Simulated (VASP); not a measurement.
Wanted: the native input for a VASP 6.6.1 run.

| Item | Value |
| --- | --- |
| Task | single point |
| Functional | PBEsol |
| Potentials or basis | VASP PAW PBE potentials, release 64 (Li_sv) |
| Cutoff | 520 eV |
| k mesh | 8 × 8 × 8 |
| Occupations | gaussian, width 0.1 eV |
| Spin | no spin polarisation |
| Dipole correction | no |
| Further INCAR settings | ALGO = Normal; EDIFF = 1e-06; NBANDS = 8 |

The structure of Li lies in POSCAR:

```
Li
1.0
   -1.7546500000      1.7546500000      1.7546500000
    1.7546500000     -1.7546500000      1.7546500000
    1.7546500000      1.7546500000     -1.7546500000
Li
1
Direct
    0.0000000000      0.0000000000      0.0000000000
```

One way to write it, as run:

INCAR

```
SYSTEM = Li
PREC = Accurate ; ENCUT = 520
EDIFF = 1E-6 ; ISMEAR = 0
SIGMA = 0.1 ; LREAL = .FALSE.
LASPH = .TRUE. ; NELM = 100
ALGO = Normal ; ISIF = 2
LWAVE = .FALSE. ; LCHARG = .TRUE.
GGA = PS ; LELF = .TRUE.
LVHAR = .TRUE. ; NBANDS = 8
```

KPOINTS

```
Automatic mesh
0
G
  8 8 8
  0 0 0
```

Potentials or basis: VASP PAW PBE potentials, release 64 (Li_sv).

Run with:

```console
$ cat potpaw_PBE.64/Li_sv/POTCAR > POTCAR
$ mpirun -np 1 vasp_std > vasp.out
```

Wall time 3 s on 1 thread of Intel(R) Xeon(R) 6975P-C (Granite Rapids), on a shared host, peak memory 0.12 GiB.
